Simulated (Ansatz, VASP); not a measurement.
**One calculation of Cu3Te, two programs**

INCAR

```
SYSTEM = Cu3Te
PREC     = Accurate       ! precision mode
ENCUT    = 520            ! plane-wave cutoff, eV
EDIFF    = 1E-6           ! SCF threshold, eV
ISMEAR   = -1             ! smearing method
SIGMA    = 0.2            ! smearing width, eV
LREAL    = .False.        ! projectors in reciprocal space
LASPH    = .True.         ! aspherical terms in the spheres
NELM     = 100            ! most SCF steps
ALGO     = Normal         ! electronic algorithm
ISIF     = 2              ! what is computed and relaxed
LWAVE    = .False.        ! write WAVECAR
LCHARG   = .False.        ! write CHGCAR
GGA      = PE             ! functional
NBANDS   = 28             ! bands
```

Contents of KPOINTS:

```
regular mesh
0
Gamma
  6 6 6
  0 0 0
```

Contents of POSCAR:

```
Cu3Te
1.0
    3.9201735375      0.0000000000      0.0000000000
    0.0000000000      3.9201735375      0.0000000000
    0.0000000000      0.0000000000      3.9201735375
Cu Te
3 1
Direct
    0.0000000000      0.5000000000      0.5000000000
    0.5000000000      0.0000000000      0.5000000000
    0.5000000000      0.5000000000      0.0000000000
    0.0000000000      0.0000000000      0.0000000000
```

Input for Ansatz:

```yaml
crystal:
  lattice:
    - [3.920173537457701, 0.0, 0.0]
    - [0.0, 3.920173537457701, 0.0]
    - [0.0, 0.0, 3.920173537457701]
  atoms:
    - { symbol: Cu, position: [0.0, 0.5, 0.5] }
    - { symbol: Cu, position: [0.5, 0.0, 0.5] }
    - { symbol: Cu, position: [0.5, 0.5, 0.0] }
    - { symbol: Te, position: [0.0, 0.0, 0.0] }
kpoints:
  mp_grid:
    grid: [6, 6, 6]
hamiltonian:
  xc: pbe
  pseudopotentials:
    kind: nc
scf:
  n_extra_bands: 4
  mixing:
    algorithm: broyden
  occupations:
    method: fermi_dirac
    width: 0.2
  initial_density:
    normalization: atom
output:
  stress: true
```

Alike in both runs: task single point; functional PBE; k mesh 6 × 6 × 6; occupations fermi-dirac, width 0.2 eV; no spin polarisation.

```csv
,VASP,Ansatz
version,VASP 6.6.1,Ansatz 0.2.0
potentials or method,"VASP PAW PBE potentials, release 64 (Cu, Te)","plane waves, norm-conserving potentials"
plane-wave cutoff (eV),520,1252
valence electrons in the cell,39,73
```

Ansatz gave:

* pressure (GPa): 3.1

Problem. What did VASP give for the same quantities?

Solution. Pressure (GPa): 3.7.

VASP's potentials hold 39 valence electrons a cell and Ansatz's 73, so a difference there can come from the potentials and not from the codes.

Neither program's run includes spin-orbit coupling.
